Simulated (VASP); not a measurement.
A run of VASP 6.6.1 is set up as follows.

Contents of POSCAR:

```
TaN
1.0
    2.9361543272      0.0000000000      0.0000000000
   -1.4680771636      2.5427842368      0.0000000000
    0.0000000000      0.0000000000      2.8846185528
Ta N
1 1
Direct
    0.3333333333      0.6666666667      0.5000000000
    0.0000000000      0.0000000000      0.0000000000
```

Contents of INCAR.step1:

```
ALGO     = Normal         # electronic algorithm
EDIFF    = 1E-5           # SCF threshold, eV
ENCUT    = 770            # plane-wave cutoff, eV
GGA      = PE             # functional
GGA_COMPAT= F            
ISMEAR   = 0              # smearing method
LASPH    = T              # aspherical terms in the spheres
LCHARG   = F              # write CHGCAR
LREAL    = F              # projectors in reciprocal space
LWAVE    = T              # write WAVECAR
NBANDS   = 16             # bands
NELM     = 120            # most SCF steps
PREC     = Accurate       # precision mode
SIGMA    = 0.15           # smearing width, eV
```

File INCAR.step2:

```
ALGO     = Normal         # electronic algorithm
EDIFF    = 1E-6           # SCF threshold, eV
ENCUT    = 770            # plane-wave cutoff, eV
GGA_COMPAT= F            
ISIF     = 2              # what is computed and relaxed
ISMEAR   = 0              # smearing method
ISTART   = 1            
LASPH    = T              # aspherical terms in the spheres
LCHARG   = F              # write CHGCAR
LMIXTAU  = T            
LREAL    = F              # projectors in reciprocal space
LWAVE    = F              # write WAVECAR
METAGGA  = R2SCAN         # meta-GGA
NBANDS   = 16             # bands
NELM     = 120            # most SCF steps
PREC     = Accurate       # precision mode
SIGMA    = 0.15           # smearing width, eV
```

File KPOINTS:

```
k-points
0
Gamma
  12 12 12
```

Potentials or basis: VASP PAW PBE potentials, release 64 (Ta_sv_GW, N).

Launch:

```console
$ cat potpaw_PBE.64/Ta_sv_GW/POTCAR potpaw_PBE.64/N/POTCAR > POTCAR
$ cp INCAR.step1 INCAR
$ mpirun -np 1 vasp_std > vasp.out
$ cp INCAR.step2 INCAR
$ mpirun -np 1 vasp_std > vasp.out
```

Q: What does it give for the pressure?

A: 0.0 GPa.

Q: Predict the band gap on the k mesh.

A: Zero (bands 9 and 10 overlap by 0.37 eV).

Stress tensor (GPa, compression positive):
```
-0.09  0.00  0.00
 0.00 -0.09  0.00
 0.00  0.00  0.08
```

Caveat: the PAW data sets were made with another functional, which shifts forces and pressure a little; spin-orbit coupling is left out, which moves the levels of the heavy elements.
